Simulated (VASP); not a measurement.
Input of a VASP 6.6.1 run:

Contents of INCAR:

```
  PREC = Accurate
  ENCUT = 600
  EDIFF = 1E-6
  ISMEAR = 0
  SIGMA = 0.1
  LREAL = F
  LASPH = T
  NELM = 100
  ALGO = Fast
  ISIF = 3
  LWAVE = F
  LCHARG = F
  GGA = PS
  IBRION = 2
  NSW = 90
  EDIFFG = -0.04
```

The input KPOINTS:

```
Automatic mesh
0
Gamma
  6 6 4
```

POSCAR

```
Bi
1.0
    5.2509897508      0.0000000000      0.0000000000
   -2.6254948754      4.5474905192      0.0000000000
    0.0000000000      0.0000000000      6.7583892058
Bi
4
Direct
    0.0000000000      0.0000000000      0.2500000000
    0.0000000000      0.0000000000      0.7500000000
    0.3333333333      0.6666666667      0.7500000000
    0.6666666667      0.3333333333      0.2500000000
```

Potentials or basis: VASP PAW PBE potentials, release 64 (Bi_d).

The run is started by

```bash
$ cat potpaw_PBE.64/Bi_d/POTCAR > POTCAR
$ mpirun -np 1 vasp_std > vasp.out
```

Problem. Predict the band gap on the k mesh.

Solution. Zero (bands 30 and 31 overlap by 0.39 eV).

Problem. Predict the space group after relaxing (to 0.1 Å).

Solution. P6_3/mmc (No. 194).

Final structure:
```
CELL_PARAMETERS angstrom
5.29881 0.00000 0.00000
-2.64940 4.58890 0.00000
0.00000 0.00000 6.43764
ATOMIC_POSITIONS crystal
Bi 0.00000 0.00000 0.25000
Bi 0.00000 0.00000 0.75000
Bi 0.33333 0.66667 0.75000
Bi 0.66667 0.33333 0.25000
```

Caveat: spin-orbit coupling is left out, which moves the levels of the heavy elements.
